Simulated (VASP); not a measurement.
# Al7C6N7: single point with PBE

Al7C6N7:

```
C Al N
1.0
     5.89840    0.20464   -0.24793
     0.20464    6.13947    0.15732
    -0.24793    0.15732    6.08190
C Al N
6 7 7
Cartesian
  1.3806 3.0164 0.8882
  4.1883 3.1134 2.9082
  2.3687 5.7137 5.6660
  1.5588 1.2701 3.3533
  0.2448 4.6884 2.7893
  4.8439 6.2073 4.4783
  1.9382 5.0425 1.3181
  2.3999 3.9326 5.0365
  3.0012 1.4767 4.8642
  5.0285 1.1277 1.7296
  5.2301 3.9483 0.6719
  2.9886 2.4381 1.3275
  0.7838 6.0184 4.5712
  5.2029 5.4342 1.7113
  5.3003 4.9787 4.6951
  1.3597 4.3253 3.2923
  1.3393 1.8888 0.1991
  2.2761 0.6616 2.4297
  3.9075 3.1340 4.1352
  4.2704 2.1182 0.2330
```

```
Program             : VASP 6.6.1
Task                : single point
Functional          : PBE
Potentials or basis : VASP PAW PBE potentials, release 64 (C, Al, N)
Cutoff              : 520 eV
k mesh              : 4 × 4 × 4
Occupations         : fermi-dirac, width 0.3447 eV
Spin                : no spin polarisation
```

The pressure is 6.7 GPa and the largest force is 6.093 eV/Å. The band gap on the k mesh is zero (band 40 reaches 6.82 eV, above the bottom of band 41 at 6.65 eV).

Forces in eV/Å, atoms in the order of the input:
```
C   -5.342  2.531 -1.478
C   -0.046 -1.093 -1.028
C    0.070  0.160  0.736
C    0.834 -1.189 -1.679
C   -0.272 -0.639 -0.057
C   -2.084 -1.700  0.471
Al   1.524  0.715  0.754
Al   0.101  0.374 -1.439
Al   1.128 -2.906  0.796
Al   0.245  1.455  0.534
Al  -0.274 -2.445 -2.616
Al   0.088 -1.692  4.386
Al   3.035  1.396  0.641
N    2.256 -0.066  1.347
N   -2.113  2.745  2.256
N   -1.056  0.975 -1.351
N    0.991  0.407 -0.651
N   -0.218  1.072 -0.280
N   -1.092  0.161 -1.861
N    2.225 -0.262  0.521
```

Stress tensor (GPa, compression positive):
```
10.79 -3.03 -3.12
-3.03  1.90  2.72
-3.12  2.72  7.27
```

Levels at points of the mesh, in eV from the Fermi level:
```csv
k point,band 36,band 37,band 38,band 39,band 40,band 41,band 42,band 43,band 44,band 45
"(0.00, 0.00, 0.00)",-2.20,-1.78,-1.46,-0.02,0.11,0.37,0.71,0.74,1.12,1.48
"(0.50, 0.00, 0.00)",-2.36,-1.52,-0.81,-0.66,-0.23,0.10,0.46,0.86,1.09,1.45
"(0.00, 0.50, 0.00)",-2.20,-1.50,-1.27,-0.64,-0.39,0.37,0.65,0.70,1.00,1.36
"(0.50, 0.50, 0.00)",-2.57,-1.68,-1.16,-0.22,-0.11,0.25,0.51,0.82,0.97,1.18
"(0.00, 0.00, 0.50)",-2.28,-1.54,-1.04,-0.42,-0.11,0.46,0.69,0.86,1.02,1.18
"(0.50, 0.00, 0.50)",-2.40,-1.38,-1.12,-0.67,-0.20,0.44,0.71,1.16,1.30,1.43
"(0.00, 0.50, 0.50)",-2.20,-1.55,-1.21,-0.78,-0.19,0.14,0.75,0.78,0.92,1.26
"(0.50, 0.50, 0.50)",-2.54,-1.37,-1.11,-0.48,-0.40,-0.01,0.43,0.80,1.12,1.56
```

Wall time 11 min on 1 thread of Intel(R) Xeon(R) 6975P-C (Granite Rapids), on a shared host, peak memory 0.48 GiB.
